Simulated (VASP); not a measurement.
# TaN in VASP: single point with PBE

Aim: the single point of TaN with PBE.

Program: VASP 6.6.1. These are calculated values, not measurements. Logs are shortened: lines on timing, memory, paths and dates and some standing lists are left out, and cuts for length are marked.

## Step 1: The cell of the first run

The cell holds a slab with vacuum, 14 atoms: a = 2.923 Å, b = 5.226 Å, c = 24.052 Å, α = 90.00°, β = 90.00°, γ = 90.00°.

## Step 2: Single point, PBE

Input file INCAR:

```
SYSTEM = TaN
PREC = Accurate
ENCUT = 520
EDIFF = 1E-6
ISMEAR = 0
SIGMA = 0.1
LREAL = .False.
LASPH = .True.
NELM = 80
ALGO = Normal
ISIF = 2
LWAVE = .False.
LCHARG = .False.
LDIPOL = .True.
IDIPOL = 3
DIPOL = 0.5 0.5 0.500
GGA = PE
NBANDS = 69
```

Input file KPOINTS:

```
regular mesh
0
Gamma
  12 7 1
  0 0 0
```

Input file POSCAR:

```
TaN
1.0
    2.9226469588      0.0000000000      0.0000000000
    0.0000000000      5.2258908357      0.0000000000
    0.0000000000      0.0000000000     24.0515084423
Ta N
7 7
Direct
    0.0000000000      0.5140754232      0.3125307233
    0.5000000000     -0.0076669486      0.3724874786
    0.5000000000      0.4998714475      0.4372937548
    0.0000000000     -0.0000036435      0.5000000018
    0.5000000000      0.4998714415      0.5627062477
    0.5000000000     -0.0076669488      0.6275125196
    0.0000000000      0.5140754281      0.6874692734
    0.0000000000      0.8816276328      0.3153677757
    0.0000000000      0.3090410583      0.3837513899
    0.0000000000      0.8037383931      0.4272864727
    0.0000000000      0.3911244148      0.5000000023
    0.0000000000      0.8037383804      0.5727135302
    0.0000000000      0.3090410467      0.6162486091
    0.0000000000      0.8816276397      0.6846322209
```

Potentials or basis: VASP PAW PBE potentials, release 64 (Ta_pv, N).

On the command line:

```
$ cat potpaw_PBE.64/Ta_pv/POTCAR potpaw_PBE.64/N/POTCAR > POTCAR
$ mpirun -np 1 vasp_std > vasp.out
```

OUTCAR:

```text
SYSTEM = TaN
   PREC = Accurate
   ENCUT = 520
   EDIFF = 1E-6
   ISMEAR = 0
   LREAL = .False.
   LASPH = .True.
   NELM = 80
   ISIF = 2
   GGA = PE

 ion  position               nearest neighbor table
   1  0.000  0.514  0.313-   8 1.92   9 2.02   2 3.23   2 3.23   3 3.34   3 3.34   2 3.41   2 3.41

   2  0.500  0.992  0.372-   8 2.09   8 2.09  10 2.20  10 2.20   9 2.22   9 2.22   3 3.01   3 3.08
                             1 3.23   1 3.23   4 3.40   4 3.40   1 3.41   1 3.41
   3  0.500  0.500  0.437-  10 2.17  10 2.17  11 2.18  11 2.18   9 2.19   9 2.19   2 3.01   5 3.02
                             2 3.08   1 3.34   1 3.34   4 3.35   4 3.35   4 3.35   4 3.35
   4  0.000  1.000  0.500-  10 2.03  12 2.03  11 2.04   5 3.35   5 3.35   3 3.35   3 3.35   3 3.35
                             3 3.35   5 3.35   5 3.35   6 3.40   6 3.40   2 3.40   2 3.40
   5  0.500  0.500  0.563-  12 2.17  12 2.17  11 2.18  11 2.18  13 2.19  13 2.19   6 3.01   3 3.02
                             6 3.08   7 3.34   7 3.34   4 3.35   4 3.35   4 3.35   4 3.35
   6  0.500  0.992  0.628-  14 2.09  14 2.09  12 2.20  12 2.20  13 2.22  13 2.22   5 3.01   5 3.08
                             7 3.23   7 3.23   4 3.40   4 3.40   7 3.41   7 3.41
   7  0.000  0.514  0.687-  14 1.92  13 2.02   6 3.23   6 3.23   5 3.34   5 3.34   6 3.41   6 3.41

   8  0.000  0.882  0.315-   1 1.92   2 2.09   2 2.09
   9  0.000  0.309  0.384-   1 2.02   3 2.19   3 2.19   2 2.22   2 2.22
  10  0.000  0.804  0.427-   4 2.03   3 2.17   3 2.17   2 2.20   2 2.20
  11  0.000  0.391  0.500-   4 2.04   5 2.18   5 2.18   3 2.18   3 2.18
  12  0.000  0.804  0.573-   4 2.03   5 2.17   5 2.17   6 2.20   6 2.20
  13  0.000  0.309  0.616-   7 2.02   5 2.19   5 2.19   6 2.22   6 2.22
  14  0.000  0.882  0.685-   7 1.92   6 2.09   6 2.09

  LATTYP: Found a simple orthorhombic cell.
 ALAT       =     2.9226469588
 B/A-ratio  =     1.7880677719
 C/A-ratio  =     8.2293581063

  Lattice vectors:

 A1 = (   2.9226469588,   0.0000000000,   0.0000000000)
 A2 = (   0.0000000000,   5.2258908357,   0.0000000000)
 A3 = (   0.0000000000,   0.0000000000,  24.0515084423)

Analysis of symmetry for initial positions (statically):
=====================================================================
 Subroutine PRICEL returns:
 Original cell was already a primitive cell.

 Routine SETGRP: Setting up the symmetry group for a
 simple orthorhombic supercell.

 Subroutine GETGRP returns: Found  4 space group operations
 (whereof  4 operations were pure point group operations)
 out of a pool of  8 trial point group operations.

The static configuration has the point symmetry C_2v.

Analysis of symmetry for dynamics (positions and initial velocities):
=====================================================================
 Subroutine PRICEL returns:
 Original cell was already a primitive cell.

 Routine SETGRP: Setting up the symmetry group for a
 simple orthorhombic supercell.

 Subroutine GETGRP returns: Found  4 space group operations
 (whereof  4 operations were pure point group operations)
 out of a pool of  8 trial point group operations.

The dynamic configuration has the point symmetry C_2v.

 Subroutine INISYM returns: Found  4 space group operations
 (whereof  4 operations are pure point group operations),
 and found     1 'primitive' translations

----------------------------------------------------------------------------------------

                                     Primitive cell

  volume of cell :     367.3491

  direct lattice vectors                    reciprocal lattice vectors
     2.922646959  0.000000000  0.000000000     0.342155592  0.000000000  0.000000000
     0.000000000  5.225890836  0.000000000     0.000000000  0.191354935  0.000000000
     0.000000000  0.000000000 24.051508442     0.000000000  0.000000000  0.041577434

  length of vectors
     2.922646959  5.225890836 24.051508442     0.342155592  0.191354935  0.041577434

  position of ions in fractional coordinates (direct lattice)
     0.000000000  0.514075423  0.312530723
     0.500000000  0.992333051  0.372487479
     0.500000000  0.499871447  0.437293755
     0.000000000  0.999996356  0.500000002
     0.500000000  0.499871441  0.562706248
[... 48 lines left out ...]
 Subroutine IBZKPT returns following result:
 ===========================================

 Found     28 irreducible k-points:

 Following reciprocal coordinates:
            Coordinates               Weight
  0.000000  0.000000  0.000000      1.000000
  0.083333  0.000000  0.000000      2.000000
  0.166667  0.000000  0.000000      2.000000
  0.250000  0.000000  0.000000      2.000000
  0.333333  0.000000  0.000000      2.000000
  0.416667  0.000000  0.000000      2.000000
[... 16 lines left out ...]
  0.083333  0.428571  0.000000      4.000000
  0.166667  0.428571  0.000000      4.000000
 [... further k-points ...]
   k-points           NKPTS =     28   k-points in BZ     NKDIM =     28   number of bands    NBANDS=     69
   number of dos      NEDOS =    301   number of ions     NIONS =     14
   total plane-waves  NPLWV = 172800
   dimension x,y,z NGX =    24 NGY =   40 NGZ =  180
   dimension x,y,z NGXF=    48 NGYF=   80 NGZF=  360
   ions per type =               7   7
   NGX,Y,Z   is equivalent  to a cutoff of  13.65, 12.72, 12.44 a.u.
   NGXF,Y,Z  is equivalent  to a cutoff of  27.30, 25.45, 24.88 a.u.
 SYSTEM =  TaN
   PREC   = accura    normal or accurate (medium, high low for compatibility)
   ISTART =      0    job   : 0-new  1-cont  2-samecut
   ICHARG =      2    charge: 1-file 2-atom 10-const
   ISPIN  =      1    spin polarized calculation?
   LNONCOLLINEAR =      F non collinear calculations
   LSORBIT =      F    spin-orbit coupling
   LASPH  =      T    aspherical Exc in radial PAW
   ENCUT  =  520.0 eV  38.22 Ry    6.18 a.u.   5.43  9.72 44.72*2*pi/ulx,y,z
   NELM   =     80;   NELMIN=  2; NELMDL= -5     # of ELM steps
   EDIFF  = 0.1E-05   stopping-criterion for ELM
   LREAL  =      F    real-space projection
   EDIFFG = 0.1E-04   stopping-criterion for IOM
   NSW    =      0    number of steps for IOM
   IBRION =     -1    ionic relax: 0-MD 1-quasi-New 2-CG
   NFREE  =      0    steps in history (QN), initial steepest desc. (CG)
   ISIF   =      2    stress and relaxation
   ISYM   =      2    0-nonsym 1-usesym 2-fastsym
   POTIM  = 0.5000    time-step for ionic-motion
   TEBEG  =    0.0;   TEEND  =   0.0 temperature during run
   PSTRESS=    0.0 pullay stress
   NELECT =     112.0000    total number of electrons
   NUPDOWN=      -1.0000    fix difference up-down
   EMIN   =  10.00;   EMAX   =-10.00  energy-range for DOS
   EFERMI =   0.00;   METHOD = LEGACY
   ISMEAR =     0;   SIGMA  =   0.10  broadening in eV -4-tet -1-fermi 0-gaus
   EFERMI_NEDOS =   21; number of points for ismear=-14 and -15
   IALGO  =     38    algorithm
   IMIX   =      4    mixing-type and parameters
     AMIX     =   0.40;   BMIX     =  1.00
     AMIX_MAG =   1.60;   BMIX_MAG =  1.00
  volume/ion in A,a.u.               =      26.24       177.07
  Fermi-wavevector in a.u.,A,eV,Ry     =   1.101847  2.082188 16.518372  1.214066
  Thomas-Fermi vector in A             =   2.238280
   LORBIT       =      0    0 simple, 1 ext, 2 COOP (PROOUT), +10 PAW based schemes
   GGA     = PE    functional components
   LHFCALC =     F    Hartree Fock is set to
   AEXX    =    0.0000 exact exchange contribution
   IVDW    =     0    specifies the selected vdW correction
   LEPSILON=     F    determine dielectric tensor
   LRPA    =     F    only Hartree local field effects (RPA)
 non-spin polarized calculation
 Gauss-broadening in eV      SIGMA  =   0.10
  energy-cutoff  :      520.00
  volume of cell :      367.35
 maximum number of plane-waves:      9942
 NGX is ok and might be reduce to    24
   NGX = 11   NGY = 19   NGZ = 89

 dipolmoment           0.000000      0.000000     -0.000000 electrons x Angstroem

 number of electron     112.0000007 magnetization

 dipolmoment           0.000000      0.000000      0.000000 electrons x Angstroem

 Free energy of the ion-electron system (eV)
  ---------------------------------------------------
  ext. energy  EPLUGINS =         0.00000000
  ---------------------------------------------------
  free energy    TOTEN  =      -151.26575548 eV

  energy without entropy =     -151.23039391  energy(sigma->0) =     -151.24807470

 E-fermi :   1.2458     XC(G=0):  -6.5778

 val. band max:        1.2452416259   @ k =   0.0833   0.0000   0.0000
 cond. band min:       1.2460351296   @ k =   0.0833   0.0000   0.0000
 fundamental gap:      0.0007935038
 Fermi energy:         1.2457759619

 k-point     1 :       0.0000    0.0000    0.0000
  band No.  band energies     occupation
      1     -34.6343      2.00000
      2     -34.5969      2.00000
      3     -34.5656      2.00000
      4     -34.3543      2.00000
      5     -34.2905      2.00000
      6     -34.2651      2.00000
[... 1693 lines left out ...]
     67       4.0882      0.00000
     68       4.0922      0.00000

 [... further k-points ...]

 [bands above 68 left out]

------------------------ aborting loop because EDIFF is reached ----------------------------------------

 vacuum level on the upper side and lower side of the slab       (xc-potential included)        -0.204        -0.204

  FORCE on cell =-STRESS in cart. coord.  units (eV):
  Direction    XX          YY          ZZ          XY          YZ          ZX
  --------------------------------------------------------------------------------------
  -------------------------------------------------------------------------------------
  Total       -0.9631150     -5.1591377      0.6500457      0.0000000      0.0000000      0.0000000
  in kB       -4.2005845    -22.5013560      2.8351464      0.0000000      0.0000000      0.0000000
  external PRESSURE =      -7.9555980 kB  Pullay stress =       0.0000000 kB

 VOLUME and BASIS-vectors are now :
 -----------------------------------------------------------------------------
  energy-cutoff  :      520.00
  volume of cell :      367.35
      direct lattice vectors                 reciprocal lattice vectors
     2.922646959  0.000000000  0.000000000     0.342155592  0.000000000  0.000000000
     0.000000000  5.225890836  0.000000000     0.000000000  0.191354935  0.000000000
     0.000000000  0.000000000 24.051508442     0.000000000  0.000000000  0.041577434

 POSITION                                       TOTAL-FORCE (eV/Angst)
 -----------------------------------------------------------------------------------
      0.00000      2.68650      7.51684         0.000000     -0.083703     -0.065872
      1.46132      5.18582      8.95889        -0.000000      0.010298      0.023165
      1.46132      2.61227     10.51757         0.000000     -0.002392     -0.002539
      0.00000      5.22587     12.02575        -0.000000      0.006711      0.000000
      1.46132      2.61227     13.53393        -0.000000     -0.002392      0.002539
      1.46132      5.18582     15.09262         0.000000      0.010298     -0.023165
      0.00000      2.68650     16.53467         0.000000     -0.083703      0.065872
      0.00000      4.60729      7.58507        -0.000000      0.073520     -0.039371
      0.00000      1.61501      9.22980        -0.000000     -0.003823      0.011895
      0.00000      4.20025     10.27688        -0.000000     -0.004651     -0.014488
      0.00000      2.04397     12.02575        -0.000000      0.014794      0.000000
      0.00000      4.20025     13.77462        -0.000000     -0.004651      0.014488
      0.00000      1.61501     14.82171         0.000000     -0.003823     -0.011895
      0.00000      4.60729     16.46644        -0.000000      0.073520      0.039371
 -----------------------------------------------------------------------------------
    total drift:                                0.000000      0.000114     -0.000010

  FREE ENERGIE OF THE ION-ELECTRON SYSTEM (eV)
  ---------------------------------------------------
  free  energy   TOTEN  =      -151.2657554767 eV

  energy  without entropy=     -151.2303939141  energy(sigma->0) =     -151.24807470

 vacuum level on the upper side and lower side of the slab         4.912         4.912
```

Wall time 15 min (1 thread of Intel Xeon Platinum 8488C (Sapphire Rapids), shared host); peak memory 0.73 GiB.

Results:

| Quantity | Value |
| --- | --- |
| Free energy | -151.2658 eV |
| Largest force | 0.107 eV/Å |
| Band gap on the k mesh | zero (bands 56 and 57 overlap by 0.23 eV) |

Forces in eV/Å, atoms in the order of the input:
```
Ta   0.000 -0.084 -0.066
Ta   0.000  0.010  0.023
Ta   0.000 -0.002 -0.003
Ta   0.000  0.007  0.000
Ta   0.000 -0.002  0.003
Ta   0.000  0.010 -0.023
Ta   0.000 -0.084  0.066
N    0.000  0.074 -0.039
N    0.000 -0.004  0.012
N    0.000 -0.005 -0.014
N    0.000  0.015  0.000
N    0.000 -0.005  0.014
N    0.000 -0.004 -0.012
N    0.000  0.074  0.039
```

Levels at points of the mesh, in eV from the Fermi level:
```tsv
k point	band 53	band 54	band 55	band 56	band 57	band 58	band 59	band 60
(0.00, 0.00, 0.00)	-1.85	-1.78	-0.91	-0.19	-0.08	-0.06	-0.01	0.45
(0.50, 0.00, 0.00)	-1.28	-1.12	-0.42	0.02	0.82	1.20	1.23	1.72
```

Caveat: spin-orbit coupling is left out, which moves the levels of the heavy elements.
